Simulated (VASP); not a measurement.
A run of VASP 6.6.1:

The input POSCAR:

```
HgTe
1.0
    0.0000000000      3.3878326235      3.1407053158
    3.3878326235      0.0000000000      3.1407053158
    3.3878326235      3.3878326235      0.0000000000
Hg Te
1 1
Direct
    0.0000000000      0.0000000000      0.0000000000
    0.2500000000      0.2500000000      0.2500000000
```

Contents of INCAR.step1:

```
  PREC = Accurate
  ENCUT = 520
  ISMEAR = -1
  SIGMA = 0.02
  LREAL = F
  LASPH = T
  NELM = 60
  NBANDS = 16
  GGA = PE
  ALGO = Normal
  EDIFF = 1E-4
  LWAVE = T
  LCHARG = F
```

INCAR.step2

```
  PREC = Accurate
  ENCUT = 520
  EDIFF = 1E-7
  ISMEAR = -1
  SIGMA = 0.02
  LREAL = F
  LASPH = T
  NELM = 60
  ALGO = Normal
  ISIF = 2
  LWAVE = F
  LCHARG = F
  METAGGA = R2SCAN
  LMIXTAU = T
  NBANDS = 16
  ISTART = 1
```

The input KPOINTS:

```
regular mesh
0
Gamma
  6 6 6
```

Potentials or basis: VASP PAW PBE potentials, release 64 (Hg, Te).

The run is started by

```sh
$ cat potpaw_PBE.64/Hg/POTCAR potpaw_PBE.64/Te/POTCAR > POTCAR
$ cp INCAR.step1 INCAR
$ mpirun -np 1 vasp_std > vasp.out
$ cp INCAR.step2 INCAR
$ mpirun -np 1 vasp_std > vasp.out
```

Hardware: 1 thread of Intel(R) Xeon(R) 6975P-C (Granite Rapids) (shared host).

Problem. Estimate the wall time of this run.

Solution. Run time: 2.2 min on 1 thread of Intel(R) Xeon(R) 6975P-C (Granite Rapids), on a shared host, peak memory 0.23 GiB. Counts: k points 30.
